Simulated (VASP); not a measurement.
A run of VASP 6.6.1:

The input INCAR:

```
SYSTEM = Si2Mo
PREC = Accurate
ENCUT = 520
EDIFF = 1E-7
ISMEAR = 0
SIGMA = 0.05
LREAL = .FALSE.
LASPH = .TRUE.
NELM = 80
ALGO = Normal
ISIF = 2
LWAVE = .FALSE.
LCHARG = .TRUE.
GGA = PE
LELF = .TRUE.
LVHAR = .TRUE.
NBANDS = 18
```

File KPOINTS:

```
regular mesh
0
G
  12 12 12
  0 0 0
```

Contents of POSCAR:

```
Si2Mo
1.0
    0.0000000000     -3.2000000000      0.0000000000
    3.2000000000      0.0000000000      0.0000000000
   -1.6000000000      1.6000000000      3.9305000000
Si Mo
2 1
Direct
    0.3330000000      0.3330000000      0.6660000000
    0.6670000000      0.6670000000      0.3340000000
    0.0000000000      0.0000000000      0.0000000000
```

Potentials or basis: VASP PAW PBE potentials, release 64 (Si, Mo_sv).

The run is started by

```sh
$ cat potpaw_PBE.64/Si/POTCAR potpaw_PBE.64/Mo_sv/POTCAR > POTCAR
$ mpirun -np 1 vasp_std > vasp.out
```

Hardware: 1 thread of Intel Xeon 8259CL, on a shared host.

Task: How long does it take, and how much memory?

Result: Run time: 2.3 min on 1 thread of Intel Xeon 8259CL, on a shared host, peak memory 0.24 GiB. Counts: scf iterations 15, k points 163.
